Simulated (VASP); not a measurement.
# BAs (F-43m) in VASP: further runs

BAs is run at these levels: RPBE+D3(BJ); tasks: single point.

Everything below comes from runs of VASP 6.6.1. Logs are shortened: lines on timing, memory, paths and dates and some standing lists are left out, and cuts for length are marked.

**1. The cell of the first run**

It takes space group F-43m (No. 216, cubic). The conventional cell has a = 5.041 Å, b = 5.041 Å, c = 5.041 Å, α = 90.00°, β = 90.00°, γ = 90.00°. As (site symmetry -43m) has 4 B at 2.18 Å within 2.9 Å. B (site symmetry -43m) has 4 As at 2.18 Å within 2.9 Å.

**2. Single point, RPBE+D3(BJ)**

Contents of INCAR:

```
SYSTEM = BAs
  PREC = Accurate
  ENCUT = 520
  EDIFF = 1E-7
  ISMEAR = 0
  SIGMA = 0.1
  LREAL = .FALSE.
  LASPH = .TRUE.
  NELM = 100
  ALGO = Normal
  ISIF = 2
  LWAVE = .FALSE.
  LCHARG = .TRUE.
  GGA = RP
  IVDW = 12
  LELF = .TRUE.
  LVHAR = .TRUE.
  NBANDS = 11
```

Contents of KPOINTS:

```
Automatic mesh
0
G
  10 10 10
  0 0 0
```

Contents of POSCAR:

```
BAs
1.0
    0.0000000000      2.5204100412      2.5204100412
    2.5204100412      0.0000000000      2.5204100412
    2.5204100412      2.5204100412      0.0000000000
As B
1 1
Direct
    0.7500000000      0.7500000000      0.7500000000
    0.0000000000      0.0000000000      0.0000000000
```

Potentials or basis: VASP PAW PBE potentials, release 64 (As, B).

Started as:

```sh
cat potpaw_PBE.64/As/POTCAR potpaw_PBE.64/B/POTCAR > POTCAR
mpirun -np 1 vasp_std > vasp.out
```

OUTCAR:

```text
SYSTEM = BAs
   PREC = Accurate
   ENCUT = 520
   EDIFF = 1E-7
   ISMEAR = 0
   LREAL = .FALSE.
   LASPH = .TRUE.
   NELM = 100
   ISIF = 2
   GGA = RP
   IVDW = 12
 IVDW          = 12

 ion  position               nearest neighbor table
   1  0.750  0.750  0.750-   2 2.18   2 2.18   2 2.18   2 2.18
   2  0.000  0.000  0.000-   1 2.18   1 2.18   1 2.18   1 2.18

  LATTYP: Found a face centered cubic cell.
 ALAT       =     5.0408200824

  Lattice vectors:

 A1 = (   0.0000000000,   2.5204100412,   2.5204100412)
 A2 = (   2.5204100412,   0.0000000000,   2.5204100412)
 A3 = (   2.5204100412,   2.5204100412,   0.0000000000)

Analysis of symmetry for initial positions (statically):
=====================================================================
 Subroutine PRICEL returns:
 Original cell was already a primitive cell.

 Routine SETGRP: Setting up the symmetry group for a
 face centered cubic supercell.

 Subroutine GETGRP returns: Found 24 space group operations
 (whereof 24 operations were pure point group operations)
 out of a pool of 48 trial point group operations.

The static configuration has the point symmetry T_d .

Analysis of symmetry for dynamics (positions and initial velocities):
=====================================================================
 Subroutine PRICEL returns:
 Original cell was already a primitive cell.

 Routine SETGRP: Setting up the symmetry group for a
 face centered cubic supercell.

 Subroutine GETGRP returns: Found 24 space group operations
 (whereof 24 operations were pure point group operations)
 out of a pool of 48 trial point group operations.

The dynamic configuration has the point symmetry T_d .

 Subroutine INISYM returns: Found 24 space group operations
 (whereof 24 operations are pure point group operations),
 and found     1 'primitive' translations

----------------------------------------------------------------------------------------

                                     Primitive cell

  volume of cell :      32.0216

  direct lattice vectors                    reciprocal lattice vectors
     0.000000000  2.520410041  2.520410041    -0.198380419  0.198380419  0.198380419
     2.520410041  0.000000000  2.520410041     0.198380419 -0.198380419  0.198380419
     2.520410041  2.520410041  0.000000000     0.198380419  0.198380419 -0.198380419

  length of vectors
     3.564398063  3.564398063  3.564398063     0.343604965  0.343604965  0.343604965

  position of ions in fractional coordinates (direct lattice)
     0.750000000  0.750000000  0.750000000
     0.000000000  0.000000000  0.000000000

  ion indices of the primitive-cell ions
   primitive index   ion index
                 1           1
                 2           2

----------------------------------------------------------------------------------------

 KPOINTS: Automatic mesh

Automatic generation of k-mesh.
 Grid dimensions read from file:
 generate k-points for:   10   10   10

 Generating k-lattice:

  Cartesian coordinates                     Fractional coordinates (reciprocal lattice)
    -0.019838042  0.019838042  0.019838042     0.100000000  0.000000000  0.000000000
     0.019838042 -0.019838042  0.019838042     0.000000000  0.100000000  0.000000000
     0.019838042  0.019838042 -0.019838042     0.000000000  0.000000000  0.100000000

  Length of vectors
     0.034360496  0.034360496  0.034360496

  Shift w.r.t. Gamma in fractional coordinates (k-lattice)
     0.000000000  0.000000000  0.000000000

 Subroutine IBZKPT returns following result:
 ===========================================

 Found     47 irreducible k-points:

 Following reciprocal coordinates:
            Coordinates               Weight
  0.000000  0.000000  0.000000      1.000000
  0.100000  0.000000  0.000000      8.000000
  0.200000  0.000000  0.000000      8.000000
  0.300000  0.000000  0.000000      8.000000
  0.400000  0.000000  0.000000      8.000000
  0.500000  0.000000  0.000000      4.000000
[... 16 lines left out ...]
  0.300000  0.300000  0.000000      6.000000
  0.400000  0.300000  0.000000     24.000000
 [... further k-points ...]
   k-points           NKPTS =     47   k-points in BZ     NKDIM =     47   number of bands    NBANDS=     11
   number of dos      NEDOS =    301   number of ions     NIONS =      2
   total plane-waves  NPLWV =  21952
   dimension x,y,z NGX =    28 NGY =   28 NGZ =   28
   dimension x,y,z NGXF=    56 NGYF=   56 NGZF=   56
   ions per type =               1   1
   NGX,Y,Z   is equivalent  to a cutoff of  13.06, 13.06, 13.06 a.u.
   NGXF,Y,Z  is equivalent  to a cutoff of  26.12, 26.12, 26.12 a.u.
 SYSTEM =  BAs
   PREC   = accura    normal or accurate (medium, high low for compatibility)
   ISTART =      0    job   : 0-new  1-cont  2-samecut
   ICHARG =      2    charge: 1-file 2-atom 10-const
   ISPIN  =      1    spin polarized calculation?
   LNONCOLLINEAR =      F non collinear calculations
   LSORBIT =      F    spin-orbit coupling
   LASPH  =      T    aspherical Exc in radial PAW
   ENCUT  =  520.0 eV  38.22 Ry    6.18 a.u.   6.63  6.63  6.63*2*pi/ulx,y,z
   NELM   =    100;   NELMIN=  2; NELMDL= -5     # of ELM steps
   EDIFF  = 0.1E-06   stopping-criterion for ELM
   LREAL  =      F    real-space projection
   EDIFFG = 0.1E-05   stopping-criterion for IOM
   NSW    =      0    number of steps for IOM
   IBRION =     -1    ionic relax: 0-MD 1-quasi-New 2-CG
   NFREE  =      0    steps in history (QN), initial steepest desc. (CG)
   ISIF   =      2    stress and relaxation
   ISYM   =      2    0-nonsym 1-usesym 2-fastsym
   POTIM  = 0.5000    time-step for ionic-motion
   TEBEG  =    0.0;   TEEND  =   0.0 temperature during run
   PSTRESS=    0.0 pullay stress
   NELECT =       8.0000    total number of electrons
   NUPDOWN=      -1.0000    fix difference up-down
   EMIN   =  10.00;   EMAX   =-10.00  energy-range for DOS
   EFERMI =   0.00;   METHOD = LEGACY
   ISMEAR =     0;   SIGMA  =   0.10  broadening in eV -4-tet -1-fermi 0-gaus
   EFERMI_NEDOS =   21; number of points for ismear=-14 and -15
   IALGO  =     38    algorithm
   IMIX   =      4    mixing-type and parameters
     AMIX     =   0.40;   BMIX     =  1.00
     AMIX_MAG =   1.60;   BMIX_MAG =  1.00
  volume/ion in A,a.u.               =      16.01       108.05
  Fermi-wavevector in a.u.,A,eV,Ry     =   1.031075  1.948449 14.464569  1.063116
  Thomas-Fermi vector in A             =   2.165205
   LORBIT       =      0    0 simple, 1 ext, 2 COOP (PROOUT), +10 PAW based schemes
   GGA     = RP    functional components
   LHFCALC =     F    Hartree Fock is set to
   AEXX    =    0.0000 exact exchange contribution
   IVDW    =    12    specifies the selected vdW correction
   LEPSILON=     F    determine dielectric tensor
   LRPA    =     F    only Hartree local field effects (RPA)
 non-spin polarized calculation
 Gauss-broadening in eV      SIGMA  =   0.10
  energy-cutoff  :      520.00
  volume of cell :       32.02
 maximum number of plane-waves:       889
   NGX = 13   NGY = 13   NGZ = 13

 number of electron       8.0000000 magnetization

 Free energy of the ion-electron system (eV)
  ---------------------------------------------------
  ext. energy  EPLUGINS =         0.00000000
  ---------------------------------------------------
  free energy    TOTEN  =       -10.60929560 eV

  energy without entropy =      -10.60929560  energy(sigma->0) =      -10.60929560

 E-fermi :   5.0300     XC(G=0):  -9.7882

 val. band max:        4.5676478931   @ k =   0.0000   0.0000   0.0000
 cond. band min:       5.9446023442   @ k =   0.4000   0.4000   0.0000
 fundamental gap:      1.3769544511
 Fermi energy:         5.0299716325

 k-point     1 :       0.0000    0.0000    0.0000
  band No.  band energies     occupation
      1      -9.4631      2.00000
      2       4.5676      2.00000
      3       4.5676      2.00000
      4       4.5676      2.00000
      5       7.3428      0.00000
      6       7.6628      0.00000
      7       7.6628      0.00000
      8       7.6628      0.00000
      9      13.6262      0.00000
     10      16.8430      0.00000
     11      16.8430      0.00000

 k-point     2 :       0.1000    0.0000    0.0000
  band No.  band energies     occupation
      1      -9.3226      2.00000
      2       3.2273      2.00000
      3       4.3188      2.00000
      4       4.3188      2.00000
      5       7.3131      0.00000
      6       7.9953      0.00000
      7       7.9953      0.00000
      8       8.7646      0.00000
      9      14.1631      0.00000
     10      15.9983      0.00000
     11      15.9983      0.00000

 k-point     3 :       0.2000    0.0000    0.0000
  band No.  band energies     occupation
      1      -8.9108      2.00000
      2       1.1126      2.00000
      3       3.8311      2.00000
      4       3.8311      2.00000
      5       6.9983      0.00000
      6       8.6278      0.00000
      7       8.6278      0.00000
      8      10.5581      0.00000
      9      15.1050      0.00000
     10      15.3681      0.00000
     11      15.3681      0.00000

 k-point     4 :       0.3000    0.0000    0.0000
  band No.  band energies     occupation
      1      -8.2693      2.00000
      2      -0.8791      2.00000
      3       3.3908      2.00000
      4       3.3908      2.00000
      5       6.6900      0.00000
      6       9.0521      0.00000
      7       9.0521      0.00000
      8      12.1128      0.00000
      9      15.2625      0.00000
     10      15.6863      0.00000
     11      15.6863      0.00000
[... 239 lines left out ...]
 k-point    22 :      -0.2000    0.2000    0.0000
  band No.  band energies     occupation
      1      -8.0464      2.00000
      2      -0.5320      2.00000
      3       1.1487      2.00000
      4       3.4610      2.00000
      5       7.8740      0.00000
      6       9.2824      0.00000
      7       9.9685      0.00000
      8      10.8960      0.00000
      9      14.2412      0.00000
     10      16.3380      0.00000
     11      17.3273      0.00000

 k-point    23 :       0.3000    0.3000    0.0000
  band No.  band energies     occupation
      1      -7.8398      2.00000
      2      -0.4570      2.00000
      3       1.8871      2.00000
      4       1.8871      2.00000
      5       6.1118      0.00000
      6       8.0945      0.00000
      7      12.0784      0.00000
      8      12.0784      0.00000
      9      14.3394      0.00000
     10      18.1115      0.00000
     11      18.7878      0.00000

 k-point    24 :       0.4000    0.3000    0.0000
  band No.  band energies     occupation
      1      -7.2432      2.00000
      2      -1.5038      2.00000
      3       1.2259      2.00000
      4       1.6301      2.00000
      5       6.3805      0.00000
      6       7.8938      0.00000
      7      12.3770      0.00000
      8      12.6488      0.00000
      9      15.3970      0.00000
     10      18.6184      0.00000
     11      19.4106      0.00000

 [... further k-points ...]

------------------------ aborting loop because EDIFF is reached ----------------------------------------

 Edisp (eV)   -2.01300

 E8    (eV) :    -1.1367

  FORCE on cell =-STRESS in cart. coord.  units (eV):
  Direction    XX          YY          ZZ          XY          YZ          ZX
  --------------------------------------------------------------------------------------
  -------------------------------------------------------------------------------------
  Total      -4.57346    -4.57346    -4.57346    -0.00000     0.00000    -0.00000
  in kB    -228.82950  -228.82950  -228.82950    -0.00000     0.00000    -0.00000
  external pressure =     -228.83 kB  Pullay stress =        0.00 kB

 VOLUME and BASIS-vectors are now :
 -----------------------------------------------------------------------------
  energy-cutoff  :      520.00
  volume of cell :       32.02
      direct lattice vectors                 reciprocal lattice vectors
     0.000000000  2.520410041  2.520410041    -0.198380419  0.198380419  0.198380419
     2.520410041  0.000000000  2.520410041     0.198380419 -0.198380419  0.198380419
     2.520410041  2.520410041  0.000000000     0.198380419  0.198380419 -0.198380419

 POSITION                                       TOTAL-FORCE (eV/Angst)
 -----------------------------------------------------------------------------------
      3.78062      3.78062      3.78062         0.000000      0.000000      0.000000
      0.00000      0.00000      0.00000        -0.000000     -0.000000     -0.000000
 -----------------------------------------------------------------------------------
    total drift:                               -0.000000     -0.000000     -0.000000

  FREE ENERGIE OF THE ION-ELECTRON SYSTEM (eV)
  ---------------------------------------------------
  free  energy   TOTEN  =       -12.6222964137 eV

  energy  without entropy=      -12.6222964137  energy(sigma->0) =      -12.62229641
```

It took 26 s on 1 thread of Intel Xeon 8259CL, shared host; peak memory 0.17 GiB.

What came out:

```
Free energy                : -12.6223 eV
Pressure                   : -22.9 GPa
Band gap on the k mesh     : 1.38 eV, indirect (least direct gap 2.78 eV)
Dispersion energy per atom : -1.006 eV
```

Caveat: three body term missing; the PAW data sets were made with another functional, which shifts forces and pressure a little.

**3. Single point, RPBE+D3(BJ)**

This run uses another cell than the first one, of 16.35 Å³/atom, 1.021 times its volume.

Contents of INCAR:

```
ALGO = Normal
EDIFF = 1E-6
ENCUT = 520
GGA = RP
ISIF = 2
ISMEAR = 0
IVDW = 12
LASPH = T
LCHARG = T
LELF = T
LREAL = F
LVHAR = T
LWAVE = F
NBANDS = 11
NELM = 60
PREC = Accurate
SIGMA = 0.1
```

Contents of KPOINTS:

```
k-points
0
Gamma
  10 10 10
```

Contents of POSCAR:

```
BAs
1.0
    0.0000000000      2.5381599925      2.5381599925
    2.5381599925      0.0000000000      2.5381599925
    2.5381599925      2.5381599925      0.0000000000
As B
1 1
Direct
    0.7500000000      0.7500000000      0.7500000000
    0.0000000000      0.0000000000      0.0000000000
```

Potentials or basis: VASP PAW PBE potentials, release 64 (As, B).

Started as:

```sh
cat potpaw_PBE.64/As/POTCAR potpaw_PBE.64/B/POTCAR > POTCAR
mpirun -np 1 vasp_std > vasp.out
```

Run time: 24 s. Hardware: 1 thread of Intel Xeon 8259CL, shared host; peak memory 0.17 GiB.

It converged, with:

```yaml
Free_energy: -12.5240 eV
Pressure: -23.4 GPa
Band_gap_on_the_k_mesh: 1.40 eV, indirect (least direct gap 2.54 eV)
Dispersion_energy_per_atom: -0.983 eV
```

Levels at points of the mesh, in eV from the valence-band top:
```tsv
k point	band 1	band 2	band 3	band 4	band 5	band 6	band 7	band 8
(0.00, 0.00, 0.00)	-13.87	0.00	0.00	0.00	2.54	3.07	3.07	3.07
(0.50, 0.00, 0.00)	-11.61	-7.58	-1.53	-1.53	1.75	4.56	4.56	8.52
(0.50, 0.50, 0.00)	-10.56	-7.62	-3.37	-3.37	1.65	1.66	9.77	9.77
```

Caveat: three body term missing; the PAW data sets were made with another functional, which shifts forces and pressure a little. A k mesh can miss the band edges.

**4. Single point, RPBE+D3(BJ)**

This run uses another cell than the first one, of 16.69 Å³/atom, 1.043 times its volume.

Contents of INCAR:

```
PREC     = Accurate       # precision mode
ENCUT    = 520            # plane-wave cutoff, eV
EDIFF    = 1E-7           # SCF threshold, eV
ISMEAR   = 0              # smearing method
SIGMA    = 0.1            # smearing width, eV
LREAL    = False          # projectors in reciprocal space
LASPH    = True           # aspherical terms in the spheres
NELM     = 60             # most SCF steps
ALGO     = Normal         # electronic algorithm
ISIF     = 2              # what is computed and relaxed
LWAVE    = False          # write WAVECAR
LCHARG   = False          # write CHGCAR
GGA      = RP             # functional
IVDW     = 12             # dispersion correction
NBANDS   = 11             # bands
```

Contents of KPOINTS:

```
regular mesh
0
Gamma
  10 10 10
```

Contents of POSCAR:

```
BAs
1.0
    0.0000000000      2.5556650974      2.5556650974
    2.5556650974      0.0000000000      2.5556650974
    2.5556650974      2.5556650974      0.0000000000
As B
1 1
Direct
    0.7500000000      0.7500000000      0.7500000000
    0.0000000000      0.0000000000      0.0000000000
```

Started as:

```sh
cat potpaw_PBE.64/As/POTCAR potpaw_PBE.64/B/POTCAR > POTCAR
mpirun -np 1 vasp_std > vasp.out
```

Run time: 26 s. Hardware: 1 thread of Intel Xeon 8259CL, shared host; peak memory 0.17 GiB.

It converged, with:

| Quantity | Value |
| --- | --- |
| Free energy | -12.4234 eV |
| Pressure | -23.9 GPa |
| Band gap on the k mesh | 1.41 eV, indirect (least direct gap 2.32 eV) |
| Dispersion energy per atom | -0.962 eV |

Levels at points of the mesh, in eV from the valence-band top:
```tsv
k point	band 2	band 3	band 4	band 5	band 6	band 7
(0.00, 0.00, 0.00)	0.00	0.00	0.00	2.32	3.05	3.05
(0.50, 0.00, 0.00)	-7.45	-1.50	-1.50	1.65	4.54	4.54
(0.50, 0.50, 0.00)	-7.53	-3.30	-3.30	1.67	1.68	9.59
```

Caveat: three body term missing; the PAW data sets were made with another functional, which shifts forces and pressure a little. A hybrid or GW would open this gap; RPBE tends to underestimate it.

**5. Summary**

```csv
cell,gap on the mesh (eV),pressure (GPa)
"a = 3.564 Å, angles 60.0°, 2 atoms",1.38,-22.9
"a = 3.590 Å, angles 60.0°, 2 atoms",1.40,-23.4
"a = 3.614 Å, angles 60.0°, 2 atoms",1.41,-23.9
```

Alike in all rows: task single point; level RPBE+D3(BJ); potentials or basis VASP PAW PBE potentials, release 64 (As, B); no spin polarisation; k mesh 10 × 10 × 10; cutoff (eV) 520; smearing gaussian 0.1 eV.

Caveats: three body term missing; the PAW data sets were made with another functional, which shifts forces and pressure a little.

Absolute energies hang on the potentials; compare differences alone.
